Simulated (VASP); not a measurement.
# PbO (P4/nmm) in VASP: notebook

Aim: see how the results for PbO move with the level of theory and the settings. Levels: PBE+D3(BJ), PBE+D4, BLYP, PBE. Tasks: single point, relaxation of cell and atoms.

All numbers are computed with VASP 6.6.1; they aren't measurements. Logs are shortened: lines on timing, memory, paths and dates and some standing lists are left out, and cuts for length are marked.

## 1. The cell of the first run

It takes space group P4/nmm (No. 129, tetragonal). The conventional cell has a = 4.034 Å, b = 4.034 Å, c = 4.994 Å, α = 90.00°, β = 90.00°, γ = 90.00°. Pb (site symmetry 4mm) has 4 O at 2.34 Å within 3.1 Å. Within 3.1 Å of O (site symmetry -4m2) lie 4 Pb at 2.34 Å and 4 O at 2.85 Å.

## 2. Single point, PBE+D3(BJ)

Contents of INCAR:

```
SYSTEM = PbO
  ALGO = Normal
  EDIFF = 1E-6
  ENCUT = 600
  GGA = PE
  GGA_COMPAT = .False.
  ISIF = 2
  ISMEAR = -1
  IVDW = 12
  LASPH = .True.
  LCHARG = .False.
  LREAL = .False.
  LWAVE = .False.
  NBANDS = 28
  NELM = 120
  PREC = Accurate
  SIGMA = 0.05
```

Contents of KPOINTS:

```
k-points
0
Gamma
  7 7 6
  0 0 0
```

Contents of POSCAR:

```
PbO
1.0
    4.0342214711      0.0000000000      0.0000000000
    0.0000000000      4.0342214711      0.0000000000
    0.0000000000      0.0000000000      4.9936186935
Pb O
2 2
Direct
    0.5000000000      0.0000000000      0.7622522407
    0.0000000000      0.5000000000      0.2377477593
    0.5000000000      0.5000000000      0.0000000000
    0.0000000000      0.0000000000      0.0000000000
```

Potentials or basis: VASP PAW PBE potentials, release 64 (Pb_d, O).

Started as:

```bash
cat potpaw_PBE.64/Pb_d/POTCAR potpaw_PBE.64/O/POTCAR > POTCAR
mpirun -np 1 vasp_std > vasp.out
```

OUTCAR:

```text
SYSTEM = PbO
   EDIFF = 1E-6
   ENCUT = 600
   GGA = PE
   ISIF = 2
   ISMEAR = -1
   IVDW = 12
   LASPH = .True.
   LREAL = .False.
   NELM = 120
   PREC = Accurate
 IVDW          = 12

 ion  position               nearest neighbor table
   1  0.500  0.000  0.762-   3 2.34   4 2.34   3 2.34   4 2.34   2 3.71   2 3.71   2 3.71   2 3.71
                             2 3.87   2 3.87   2 3.87   2 3.87
   2  0.000  0.500  0.238-   3 2.34   4 2.34   4 2.34   3 2.34   1 3.71   1 3.71   1 3.71   1 3.71
                             1 3.87   1 3.87   1 3.87   1 3.87
   3  0.500  0.500  0.000-   1 2.34   2 2.34   1 2.34   2 2.34
   4  0.000  0.000  0.000-   1 2.34   2 2.34   2 2.34   1 2.34

  LATTYP: Found a simple tetragonal cell.
 ALAT       =     4.0342214711
 C/A-ratio  =     1.2378147133

  Lattice vectors:

 A1 = (   4.0342214711,   0.0000000000,   0.0000000000)
 A2 = (   0.0000000000,   4.0342214711,   0.0000000000)
 A3 = (   0.0000000000,   0.0000000000,   4.9936186935)

Analysis of symmetry for initial positions (statically):
=====================================================================
 Subroutine PRICEL returns:
 Original cell was already a primitive cell.

 Routine SETGRP: Setting up the symmetry group for a
 simple tetragonal supercell.

 Subroutine GETGRP returns: Found 16 space group operations
 (whereof  8 operations were pure point group operations)
 out of a pool of 16 trial point group operations.

The static configuration has the point symmetry D_2d.
 The point group associated with its full space group is D_4h.

Analysis of symmetry for dynamics (positions and initial velocities):
=====================================================================
 Subroutine PRICEL returns:
 Original cell was already a primitive cell.

 Routine SETGRP: Setting up the symmetry group for a
 simple tetragonal supercell.

 Subroutine GETGRP returns: Found 16 space group operations
 (whereof  8 operations were pure point group operations)
 out of a pool of 16 trial point group operations.

The dynamic configuration has the point symmetry D_2d.
 The point group associated with its full space group is D_4h.

 Subroutine INISYM returns: Found 16 space group operations
 (whereof  8 operations are pure point group operations),
 and found     1 'primitive' translations

----------------------------------------------------------------------------------------

                                     Primitive cell

  volume of cell :      81.2709

  direct lattice vectors                    reciprocal lattice vectors
     4.034221471  0.000000000  0.000000000     0.247879301  0.000000000  0.000000000
     0.000000000  4.034221471  0.000000000     0.000000000  0.247879301  0.000000000
[... 94 lines left out ...]
   NFREE  =      0    steps in history (QN), initial steepest desc. (CG)
   ISIF   =      2    stress and relaxation
   ISYM   =      2    0-nonsym 1-usesym 2-fastsym
   POTIM  = 0.5000    time-step for ionic-motion
   TEBEG  =    0.0;   TEEND  =   0.0 temperature during run
   PSTRESS=    0.0 pullay stress
   NELECT =      40.0000    total number of electrons
   NUPDOWN=      -1.0000    fix difference up-down
   EMIN   =  10.00;   EMAX   =-10.00  energy-range for DOS
   EFERMI =   0.00;   METHOD = LEGACY
   ISMEAR =    -1;   SIGMA  =   0.05  broadening in eV -4-tet -1-fermi 0-gaus
   EFERMI_NEDOS =   21; number of points for ismear=-14 and -15
   IALGO  =     38    algorithm
   IMIX   =      4    mixing-type and parameters
     AMIX     =   0.40;   BMIX     =  1.00
     AMIX_MAG =   1.60;   BMIX_MAG =  1.00
  volume/ion in A,a.u.               =      20.32       137.11
  Fermi-wavevector in a.u.,A,eV,Ry     =   1.292558  2.442580 22.731321  1.670705
  Thomas-Fermi vector in A             =   2.424258
   LORBIT       =      0    0 simple, 1 ext, 2 COOP (PROOUT), +10 PAW based schemes
   GGA     = PE    functional components
   LHFCALC =     F    Hartree Fock is set to
   AEXX    =    0.0000 exact exchange contribution
   IVDW    =    12    specifies the selected vdW correction
   LEPSILON=     F    determine dielectric tensor
   LRPA    =     F    only Hartree local field effects (RPA)
 non-spin polarized calculation
  energy-cutoff  :      600.00
  volume of cell :       81.27
 maximum number of plane-waves:      2744
   NGX = 17   NGY = 17   NGZ = 19

 number of electron      40.0000013 magnetization

 Free energy of the ion-electron system (eV)
  ---------------------------------------------------
  ext. energy  EPLUGINS =         0.00000000
  ---------------------------------------------------
  free energy    TOTEN  =       -21.46864872 eV

  energy without entropy =      -21.46864871  energy(sigma->0) =      -21.46864871

 E-fermi :   5.5966     XC(G=0):  -9.7288

 val. band max:        4.8169097465   @ k =   0.1429   0.0000   0.0000
 cond. band min:       6.3474795872   @ k =   0.4286   0.4286   0.0000
 fundamental gap:      1.5305698407
 Fermi energy:         5.5966210071

 k-point     1 :       0.0000    0.0000    0.0000
  band No.  band energies     occupation
      1     -13.2529      2.00000
      2     -12.8143      2.00000
      3     -11.1151      2.00000
      4     -11.1151      2.00000
      5     -11.0639      2.00000
      6     -11.0267      2.00000
[... 733 lines left out ...]
     27      14.2064      0.00000
     28      14.9206      0.00000

 [... further k-points ...]

------------------------ aborting loop because EDIFF is reached ----------------------------------------

 Edisp (eV)   -0.93405

 E8    (eV) :    -0.4283

  FORCE on cell =-STRESS in cart. coord.  units (eV):
  Direction    XX          YY          ZZ          XY          YZ          ZX
  --------------------------------------------------------------------------------------
  -------------------------------------------------------------------------------------
  Total       0.02688     0.02688     0.01251     0.00000     0.00000     0.00000
  in kB       0.52988     0.52988     0.24657     0.00000     0.00000     0.00000
  external pressure =        0.44 kB  Pullay stress =        0.00 kB

 VOLUME and BASIS-vectors are now :
 -----------------------------------------------------------------------------
  energy-cutoff  :      600.00
  volume of cell :       81.27
      direct lattice vectors                 reciprocal lattice vectors
     4.034221471  0.000000000  0.000000000     0.247879301  0.000000000  0.000000000
     0.000000000  4.034221471  0.000000000     0.000000000  0.247879301  0.000000000
     0.000000000  0.000000000  4.993618694     0.000000000  0.000000000  0.200255578

 POSITION                                       TOTAL-FORCE (eV/Angst)
 -----------------------------------------------------------------------------------
      2.01711      0.00000      3.80640        -0.000000      0.000000     -0.035701
      0.00000      2.01711      1.18722         0.000000     -0.000000      0.035701
      2.01711      2.01711      0.00000         0.000000     -0.000000      0.000000
      0.00000      0.00000      0.00000        -0.000000      0.000000      0.000000
 -----------------------------------------------------------------------------------
    total drift:                                0.000000     -0.000000     -0.000000

  FREE ENERGIE OF THE ION-ELECTRON SYSTEM (eV)
  ---------------------------------------------------
  free  energy   TOTEN  =       -22.4026985118 eV

  energy  without entropy=      -22.4026984955  energy(sigma->0) =      -22.40269850
```

Run time: 1.9 min. Hardware: 1 thread of Intel Xeon 8259CL, shared host; peak memory 0.26 GiB.

What came out:

| Quantity | Value |
| --- | --- |
| Free energy | -22.4027 eV |
| Pressure | 0.0 GPa |
| Largest force | 0.036 eV/Å |
| Band gap on the k mesh | 1.53 eV (least direct gap 2.29 eV) |
| Dispersion energy per atom | -0.234 eV |

Forces in eV/Å, atoms in the order of the input:
```
Pb   0.000  0.000 -0.036
Pb   0.000  0.000  0.036
O    0.000  0.000  0.000
O    0.000  0.000  0.000
```

Levels at points of the mesh, in eV from the valence-band top:
```csv
k point,band 18,band 19,band 20,band 21,band 22,band 23
"(0.00, 0.00, 0.00)",-1.52,-1.52,-0.01,2.38,5.57,5.58
"(0.00, 0.00, 0.50)",-1.55,-1.55,-0.74,1.94,4.00,4.00
```

Caveat: spin-orbit coupling is left out, which moves the levels of the heavy elements; an odd mesh through Γ misses points on the zone boundary, where band edges can lie.

## 3. Single point, PBE+D4

This run uses another cell than the first one, of 20.18 Å³/atom.

Contents of INCAR:

```
SYSTEM = PbO
PREC = Accurate ; ENCUT = 600
EDIFF = 1E-6 ; ISMEAR = -1
SIGMA = 0.05 ; LREAL = .FALSE.
LASPH = .TRUE. ; NELM = 120
ALGO = Normal ; ISIF = 2
LWAVE = .FALSE. ; LCHARG = .TRUE.
GGA = PE ; IVDW = 13
LELF = .TRUE. ; LVHAR = .TRUE.
NBANDS = 28 ; GGA_COMPAT = .FALSE.
```

Contents of KPOINTS:

```
regular mesh
0
G
  7 7 6
  0 0 0
```

Contents of POSCAR:

```
PbO
1.0
    4.0361169138      0.0000000000      0.0000000000
    0.0000000000      4.0361169138      0.0000000000
    0.0000000000      0.0000000000      4.9561477506
Pb O
2 2
Direct
    0.5000000000      0.0000000000      0.7606806603
    0.0000000000      0.5000000000      0.2393193397
    0.5000000000      0.5000000000      0.0000000000
    0.0000000000      0.0000000000      0.0000000000
```

Potentials or basis: VASP PAW PBE potentials, release 64 (Pb_d, O).

Started as:

```bash
cat potpaw_PBE.64/Pb_d/POTCAR potpaw_PBE.64/O/POTCAR > POTCAR
mpirun -np 1 vasp_std > vasp.out
```

Wall time 1.9 min (1 thread of Intel Xeon 8259CL, shared host); peak memory 0.25 GiB.

Results (log left out):

| Item | Value |
| --- | --- |
| Free energy | -22.5593 eV |
| Pressure | 0.0 GPa |
| Largest force | 0.037 eV/Å |
| Band gap on the k mesh | 1.51 eV (least direct gap 2.32 eV) |
| Dispersion energy per atom | -0.274 eV |

Forces on the atoms (eV/Å):
```
Pb   0.000  0.000 -0.037
Pb   0.000  0.000  0.037
O    0.000  0.000  0.000
O    0.000  0.000  0.000
```

Levels at points of the mesh, in eV from the valence-band top:
| k point | band 17 | band 18 | band 19 | band 20 | band 21 | band 22 | band 23 | band 24 |
| --- | --- | --- | --- | --- | --- | --- | --- | --- |
| (0.00, 0.00, 0.00) | -1.53 | -1.52 | -1.52 | -0.02 | 2.42 | 5.55 | 5.55 | 5.65 |
| (0.00, 0.00, 0.50) | -1.58 | -1.55 | -1.55 | -0.72 | 1.95 | 3.96 | 3.96 | 4.13 |

Caveat: spin-orbit coupling is left out, which moves the levels of the heavy elements; an odd mesh through Γ misses points on the zone boundary, where band edges can lie.

## 4. Relaxation of cell and atoms, BLYP

This run uses another cell than the first one, of 19.94 Å³/atom.

Contents of INCAR:

```
  PREC = Accurate
  ENCUT = 600
  EDIFF = 1E-7
  ISMEAR = -1
  SIGMA = 0.05
  LREAL = False
  LASPH = True
  NELM = 120
  ALGO = Normal
  ISIF = 3
  LWAVE = False
  LCHARG = False
  GGA = B5
  ALDAX = 1.0
  AGGAX = 1.0
  AGGAC = 1.0
  ALDAC = 0.0
  IBRION = 2
  NSW = 60
  EDIFFG = -0.01
  GGA_COMPAT = False
  NELMIN = 4
```

Contents of KPOINTS:

```
Automatic mesh
0
Gamma
  7 7 6
```

Contents of POSCAR:

```
PbO
1.0
    3.9900000000      0.0000000000      0.0000000000
    0.0000000000      3.9900000000      0.0000000000
    0.0000000000      0.0000000000      5.0100000000
Pb O
2 2
Direct
    0.5000000000      0.0000000000      0.7600000000
    0.0000000000      0.5000000000      0.2400000000
    0.5000000000      0.5000000000      0.0000000000
    0.0000000000      0.0000000000      0.0000000000
```

Started as:

```bash
cat potpaw_PBE.64/Pb_d/POTCAR potpaw_PBE.64/O/POTCAR > POTCAR
mpirun -np 1 vasp_std > vasp.out
```

Run time: 27 min. Hardware: 1 thread of Intel Xeon 8259CL, shared host; peak memory 0.26 GiB.

Results (log left out):

| Quantity | Value |
| --- | --- |
| Free energy | -20.1670 eV |
| Relaxed volume | 25.16 Å³/atom |
| Relaxed cell | a = 4.136 Å, b = 4.136 Å, c = 5.881 Å, α = 90.00°, β = 90.00°, γ = 90.00° |
| Space group after relaxing (to 0.1 Å) | P4/nmm (No. 129) |
| Energy gained by relaxing | 66.4 meV/atom |
| Ionic steps | 19 |
| Pressure after relaxing | 0.0 GPa |
| Largest force after relaxing | 0.004 eV/Å |
| Band gap on the k mesh | 1.77 eV (least direct gap 1.82 eV) |

Forces in eV/Å, atoms in the order of the input:
```
Pb   0.000  0.000  0.004
Pb   0.000  0.000 -0.004
O    0.000  0.000  0.000
O    0.000  0.000  0.000
```

Step by step:
```csv
step,energy change (eV),largest force (eV/Å),pressure (GPa),volume (Å³)
1,0.0000,0.3218,6.96,79.76
2,-0.0844,1.2317,-2.89,90.18
3,-0.1310,0.7080,0.27,86.00
4,-0.1687,0.4538,0.22,87.55
5,-0.1936,0.0730,0.20,90.20
6,-0.2058,0.0601,0.21,91.01
7,-0.2348,0.0132,0.32,93.41
8,-0.2607,0.1193,0.82,98.02
9,-0.2523,0.4017,-1.40,102.41
10,-0.2643,0.0714,-0.02,99.57
11,-0.2643,0.0660,0.01,99.53
12,-0.2649,0.0476,-0.04,99.96
13,-0.2651,0.0344,-0.07,100.27
14,-0.2652,0.0091,-0.12,100.90
15,-0.2652,0.0214,-0.10,100.59
16,-0.2651,0.0650,0.25,100.38
17,-0.2653,0.0103,0.03,100.52
18,-0.2654,0.0012,0.03,100.58
19,-0.2655,0.0036,0.03,100.62
```

Final structure:
```
Pb O
1.0
     4.13643    0.00000    0.00000
     0.00000    4.13643    0.00000
     0.00000    0.00000    5.88077
Pb O
2 2
Direct
  0.50000 0.00000 0.79778
  0.00000 0.50000 0.20222
  0.50000 0.50000 0.00000
  0.00000 0.00000 0.00000
```

Levels at points of the mesh, in eV from the valence-band top:
| k point | band 16 | band 17 | band 18 | band 19 | band 20 | band 21 | band 22 | band 23 | band 24 |
| --- | --- | --- | --- | --- | --- | --- | --- | --- | --- |
| (0.00, 0.00, 0.00) | -3.51 | -1.26 | -1.26 | -1.23 | 0.00 | 1.82 | 4.12 | 5.98 | 5.98 |
| (0.00, 0.00, 0.50) | -3.47 | -1.28 | -1.28 | -1.25 | -0.52 | 1.77 | 4.07 | 4.65 | 4.65 |

Caveat: the volume moved by over 15 % at a fixed basis, so the end points are rough; the PAW data sets were made with another functional, which shifts forces and pressure a little; spin-orbit coupling is left out, which moves the levels of the heavy elements; an odd mesh through Γ misses points on the zone boundary, where band edges can lie. BLYP gives volumes clearly too large for solids.

## 5. Relaxation of cell and atoms, PBE+D3(BJ)

This run uses another cell than the first one, of 19.94 Å³/atom.

Contents of INCAR:

```
ALGO = Normal
EDIFF = 1E-7
EDIFFG = -0.01
ENCUT = 600
GGA = PE
GGA_COMPAT = F
IBRION = 2
ISIF = 3
ISMEAR = -1
IVDW = 12
LASPH = T
LCHARG = F
LREAL = F
LWAVE = F
NELM = 120
NELMIN = 4
NSW = 60
PREC = Accurate
SIGMA = 0.05
```

Contents of KPOINTS:

```
k-points
0
Gamma
  7 7 6
```

POSCAR is that of step 4.

Started as:

```bash
cat potpaw_PBE.64/Pb_d/POTCAR potpaw_PBE.64/O/POTCAR > POTCAR
mpirun -np 1 vasp_std > vasp.out
```

Run time: 7.6 min. Hardware: 1 thread of Intel Xeon 8259CL, shared host; peak memory 0.26 GiB.

It converged, with:

- Free energy: -22.4012 eV
- Relaxed volume: 20.29 Å³/atom
- Relaxed cell: a = 4.034 Å, b = 4.034 Å, c = 4.986 Å, α = 90.00°, β = 90.00°, γ = 90.00°
- Space group after relaxing (to 0.1 Å): P4/nmm (No. 129)
- Energy gained by relaxing: 1.8 meV/atom
- Ionic steps: 7
- Pressure after relaxing: 0.0 GPa
- Largest force after relaxing: 0.008 eV/Å
- Band gap on the k mesh: 1.52 eV (least direct gap 2.30 eV)
- Dispersion energy per atom: -0.234 eV

Forces on the atoms (eV/Å):
```
Pb   0.000  0.000 -0.008
Pb   0.000  0.000  0.008
O    0.000  0.000  0.000
O    0.000  0.000  0.000
```

Step by step:
```
step  energy change (eV)  largest force (eV/Å)  pressure (GPa)  volume (Å³)
   1              0.0000                0.0399            1.10        79.76
   2             -0.0039                0.2124           -0.63        81.35
   3             -0.0048                0.1396           -0.13        80.87
   4             -0.0069                0.0482           -0.06        81.05
   5             -0.0073                0.0258           -0.01        81.20
   6             -0.0073                0.0101           -0.01        81.17
   7             -0.0074                0.0082           -0.02        81.15
```

Final structure:
```xyz
4
Lattice="4.0341 0.0000 0.0000 0.0000 4.0341 0.0000 0.0000 0.0000 4.9864" Properties=species:S:1:pos:R:3 pbc="T T T"
Pb    2.0171    0.0000    3.7977
Pb    0.0000    2.0171    1.1887
O     2.0171    2.0171    0.0000
O     4.0341    0.0000    4.9864
```

Levels at points of the mesh, in eV from the valence-band top:
```csv
k point,band 17,band 18,band 19,band 20,band 21,band 22,band 23,band 24
"(0.00, 0.00, 0.00)",-1.53,-1.51,-1.51,-0.01,2.39,5.56,5.56,5.59
"(0.00, 0.00, 0.50)",-1.58,-1.54,-1.54,-0.74,1.95,3.98,3.98,4.15
```

Caveat: spin-orbit coupling is left out, which moves the levels of the heavy elements; an odd mesh through Γ misses points on the zone boundary, where band edges can lie.

(Part 1 of 2 ends here.)
